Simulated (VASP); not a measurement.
# Ta (Im-3m) in VASP: elastic constants with PBE

Aim: the elastic constants of Ta with PBE.

Everything below comes from runs of VASP 6.6.1. Logs are shortened: lines on timing, memory, paths and dates and some standing lists are left out, and cuts for length are marked.

### 1 The cell of the first run

It takes space group Im-3m (No. 229, cubic). Conventional cell: a = 3.322 Å, b = 3.322 Å, c = 3.322 Å, α = 90.00°, β = 90.00°, γ = 90.00°. Ta (site symmetry m-3m) has 14 Ta at 2.88 to 3.32 Å within 3.8 Å.

### 2 Elastic constants, PBE

Contents of INCAR:

```
SYSTEM = Ta
PREC = Accurate ; ENCUT = 600
EDIFF = 1E-8 ; ISMEAR = -1
SIGMA = 0.15 ; LREAL = .False.
LASPH = .True. ; NELM = 100
ALGO = Normal ; ISIF = 3
LWAVE = .False. ; LCHARG = .False.
GGA = PE ; IBRION = 6
NFREE = 2 ; POTIM = 0.015
NSW = 1
```

Contents of KPOINTS:

```
Automatic mesh
0
Gamma
  20 20 20
  0 0 0
```

Contents of POSCAR:

```
Ta
1.0
   -1.6609138581      1.6609138581      1.6609138581
    1.6609138581     -1.6609138581      1.6609138581
    1.6609138581      1.6609138581     -1.6609138581
Ta
1
Direct
    0.0000000000      0.0000000000      0.0000000000
```

Potentials or basis: VASP PAW PBE potentials, release 64 (Ta_pv).

Run with:

```bash
$ cat potpaw_PBE.64/Ta_pv/POTCAR > POTCAR
$ mpirun -np 1 vasp_std > vasp.out
```

OUTCAR:

```text
SYSTEM = Ta
   PREC = Accurate
   ENCUT = 600
   EDIFF = 1E-8
   ISMEAR = -1
   LREAL = .False.
   LASPH = .True.
   NELM = 100
   ISIF = 3
   GGA = PE
   IBRION = 6
   NFREE = 2
   POTIM = 0.015
   NSW = 1

 ion  position               nearest neighbor table
   1  0.000  0.000  0.000-

  LATTYP: Found a body centered cubic cell.
 ALAT       =     3.3218277162

  Lattice vectors:

 A1 = (  -1.6609138581,   1.6609138581,   1.6609138581)
 A2 = (   1.6609138581,  -1.6609138581,   1.6609138581)
 A3 = (   1.6609138581,   1.6609138581,  -1.6609138581)

Analysis of symmetry for initial positions (statically):
=====================================================================
 Subroutine PRICEL returns:
 Original cell was already a primitive cell.

 Routine SETGRP: Setting up the symmetry group for a
 body centered cubic supercell.

 Subroutine GETGRP returns: Found 48 space group operations
 (whereof 48 operations were pure point group operations)
 out of a pool of 48 trial point group operations.

The static configuration has the point symmetry O_h .

Analysis of symmetry for dynamics (positions and initial velocities):
=====================================================================
 Subroutine PRICEL returns:
 Original cell was already a primitive cell.

 Routine SETGRP: Setting up the symmetry group for a
 body centered cubic supercell.

 Subroutine GETGRP returns: Found 48 space group operations
 (whereof 48 operations were pure point group operations)
 out of a pool of 48 trial point group operations.

The dynamic configuration has the point symmetry O_h .

 Subroutine INISYM returns: Found 48 space group operations
 (whereof 48 operations are pure point group operations),
 and found     1 'primitive' translations

----------------------------------------------------------------------------------------

                                     Primitive cell

  volume of cell :      18.3274

  direct lattice vectors                    reciprocal lattice vectors
    -1.660913858  1.660913858  1.660913858     0.000000000  0.301039092  0.301039092
     1.660913858 -1.660913858  1.660913858     0.301039092  0.000000000  0.301039092
     1.660913858  1.660913858 -1.660913858     0.301039092  0.301039092  0.000000000

  length of vectors
     2.876787189  2.876787189  2.876787189     0.425733567  0.425733567  0.425733567

  position of ions in fractional coordinates (direct lattice)
     0.000000000  0.000000000  0.000000000

  ion indices of the primitive-cell ions
   primitive index   ion index
                 1           1

----------------------------------------------------------------------------------------

 KPOINTS: Automatic mesh

Automatic generation of k-mesh.
 Grid dimensions read from file:
 generate k-points for:   20   20   20

 Generating k-lattice:

  Cartesian coordinates                     Fractional coordinates (reciprocal lattice)
     0.000000000  0.015051955  0.015051955     0.050000000  0.000000000  0.000000000
     0.015051955  0.000000000  0.015051955     0.000000000  0.050000000  0.000000000
     0.015051955  0.015051955  0.000000000     0.000000000  0.000000000  0.050000000

  Length of vectors
     0.021286678  0.021286678  0.021286678

  Shift w.r.t. Gamma in fractional coordinates (k-lattice)
     0.000000000  0.000000000  0.000000000

[... 88 lines left out ...]
--------------------------------------- Ionic step        1  -------------------------------------------

 number of electron      11.0000000 magnetization

 Free energy of the ion-electron system (eV)
  ---------------------------------------------------
  ext. energy  EPLUGINS =         0.00000000
  ---------------------------------------------------
  free energy    TOTEN  =       -11.86219184 eV

  energy without entropy =      -11.76596266  energy(sigma->0) =      -11.81407725

------------------------ aborting loop because EDIFF is reached ----------------------------------------

  FORCE on cell =-STRESS in cart. coord.  units (eV):
  Direction    XX          YY          ZZ          XY          YZ          ZX
  --------------------------------------------------------------------------------------
  -------------------------------------------------------------------------------------
  Total        0.0130773      0.0130773      0.0130773      0.0000000      0.0000000      0.0000000
  in kB        1.1432161      1.1432161      1.1432161      0.0000000      0.0000000      0.0000000
  external PRESSURE =       1.1432161 kB  Pullay stress =       0.0000000 kB
[... 86 lines left out ...]
  FREE ENERGIE OF THE ION-ELECTRON SYSTEM (eV)
  ---------------------------------------------------
  free  energy   TOTEN  =       -11.8584988297 eV

  energy  without entropy=      -11.7636479098  energy(sigma->0) =      -11.81107337

[... ionic steps 4 to 12 ...]

--------------------------------------- Ionic step       13  -------------------------------------------

 number of electron      11.0000000 magnetization

------------------------ aborting loop because EDIFF is reached ----------------------------------------
[... 65 lines left out ...]
--------------------------------------- Ionic step       15  -------------------------------------------

 number of electron      11.0000000 magnetization

 Free energy of the ion-electron system (eV)
  ---------------------------------------------------
  ext. energy  EPLUGINS =         0.00000000
  ---------------------------------------------------
  free energy    TOTEN  =       -11.86219211 eV

  energy without entropy =      -11.76596294  energy(sigma->0) =      -11.81407753

 E-fermi :   5.3784     XC(G=0): -12.5289

 val. band max:        5.3709775429   @ k =  -0.3500   0.4000   0.1500
 cond. band min:       5.3851139159   @ k =  -0.4500   0.5000   0.1000
 fundamental gap:      0.0141363730
 Fermi energy:         5.3783978972

 k-point     1 :       0.0000    0.0000    0.0000
  band No.  band energies     occupation
      1     -27.7896      2.00000
      2     -27.7896      2.00000
      3     -27.7896      2.00000
      4      -2.5029      2.00000
      5       6.0826      0.01812
      6       6.0826      0.01812
      7       6.0826      0.01812
      8       9.2942      0.00000
      9       9.2942      0.00000
[... 265 lines left out ...]
 k-point    24 :       0.2500    0.1000    0.0000
  band No.  band energies     occupation
      1     -28.5463      2.00000
      2     -28.0392      2.00000
      3     -27.8324      2.00000
      4       0.6635      2.00000
      5       4.4939      1.99452
      6       4.9320      1.90298
      7       8.5989      0.00000
      8       9.8948      0.00000
      9      10.0872      0.00000

 [... further k-points ...]
[... 5 lines left out ...]
  --------------------------------------------------------------------------------------
  -------------------------------------------------------------------------------------
  Total        0.0131298      0.0131298      0.0131298     -0.0000000      0.0000000      0.0000000
  in kB        1.1478034      1.1478034      1.1478034     -0.0000000      0.0000000      0.0000000
  external PRESSURE =       1.1478034 kB  Pullay stress =       0.0000000 kB
[... 16 lines left out ...]
  FREE ENERGIE OF THE ION-ELECTRON SYSTEM (eV)
  ---------------------------------------------------
  free  energy   TOTEN  =       -11.8621921140 eV

  energy  without entropy=      -11.7659629390  energy(sigma->0) =      -11.81407753

 INTERNAL STRAIN TENSORS FROM STRAINED CELLS
 ============================================

 INTERNAL STRAIN TENSOR FOR ION    1 for displacements in x,y,z  (eV/Angst):
          X           Y           Z          XY          YZ          ZX
  --------------------------------------------------------------------------------
  x     0.00000     0.00000    -0.00000    -0.00000    -0.00000    -0.00000
  y     0.00000     0.00000     0.00000     0.00000     0.00000     0.00000
  z     0.00000    -0.00000     0.00000     0.00000    -0.00000     0.00000

 INTERNAL STRAIN TENSORS FROM DISPLACED ATOMS
 ============================================

 INTERNAL STRAIN TENSOR FOR ION    1 for displacements in x,y,z  (eV/Angst):
          X           Y           Z          XY          YZ          ZX
  --------------------------------------------------------------------------------
  x     0.00000     0.00000     0.00000     0.00000     0.00000     0.00000
  y     0.00000     0.00000     0.00000     0.00000     0.00000     0.00000
  z     0.00000     0.00000     0.00000     0.00000     0.00000     0.00000

 Eigenvectors and eigenvalues of the dynamical matrix
 ----------------------------------------------------

   1 f/i=    0.000000 THz     0.000000 2PiTHz    0.000000 cm-1     0.000000 meV
             X         Y         Z           dx          dy          dz
      0.000000  0.000000  0.000000     0.993151   -0.116841    0.000000

   2 f/i=    0.000000 THz     0.000000 2PiTHz    0.000000 cm-1     0.000000 meV
             X         Y         Z           dx          dy          dz
      0.000000  0.000000  0.000000    -0.116841   -0.993151    0.000000

   3 f/i=    0.000000 THz     0.000000 2PiTHz    0.000000 cm-1     0.000000 meV
             X         Y         Z           dx          dy          dz
      0.000000  0.000000  0.000000     0.000000    0.000000    1.000000

--------------------------------------------------------------------------------------------------------

 ELASTIC MODULI CONTR FROM IONIC RELAXATION (kBar)
 Direction    XX          YY          ZZ          XY          YZ          ZX
 --------------------------------------------------------------------------------
 XX           0.0000      0.0000      0.0000      0.0000      0.0000      0.0000
 YY           0.0000      0.0000      0.0000      0.0000      0.0000      0.0000
 ZZ           0.0000      0.0000      0.0000      0.0000      0.0000      0.0000
 XY           0.0000      0.0000      0.0000      0.0000      0.0000      0.0000
 YZ           0.0000      0.0000      0.0000      0.0000      0.0000      0.0000
 ZX           0.0000      0.0000      0.0000      0.0000      0.0000      0.0000
 --------------------------------------------------------------------------------

 TOTAL ELASTIC MODULI (kBar)
 Direction    XX          YY          ZZ          XY          YZ          ZX
 --------------------------------------------------------------------------------
 XX        2642.5934   1604.5195   1604.5195      0.0000      0.0000      0.0000
 YY        1604.5195   2642.5934   1604.5195      0.0000     -0.0000      0.0000
 ZZ        1604.5195   1604.5195   2642.5934     -0.0000     -0.0000      0.0000
 XY           0.0000      0.0000     -0.0000    719.0966      0.0000      0.0000
 YZ           0.0000     -0.0000     -0.0000      0.0000    719.0966      0.0000
 ZX           0.0000      0.0000      0.0000      0.0000      0.0000    719.0966
 --------------------------------------------------------------------------------
```

Run time: 15 min. Hardware: 1 thread of AMD EPYC 9R45 (Zen 5), shared host; peak memory 0.79 GiB.

What came out:

| Quantity | Value |
| --- | --- |
| Elastic constants C11, C12, C44 | 264, 160, 72 GPa |
| Voigt bulk modulus | 195 GPa |

Elastic tensor in Voigt notation (GPa, in the Cartesian axes of the cell as first typed):
```
264 160 160   0   0   0
160 264 160   0   0   0
160 160 264   0   0   0
  0   0   0  72   0   0
  0   0   0   0  72   0
  0   0   0   0   0  72
```

Clamped-ion elastic tensor (GPa):
```
264 160 160   0   0   0
160 264 160   0   0   0
160 160 264   0   0   0
  0   0   0  72   0   0
  0   0   0   0  72   0
  0   0   0   0   0  72
```

Caveat: spin-orbit coupling is left out, which moves the levels of the heavy elements.
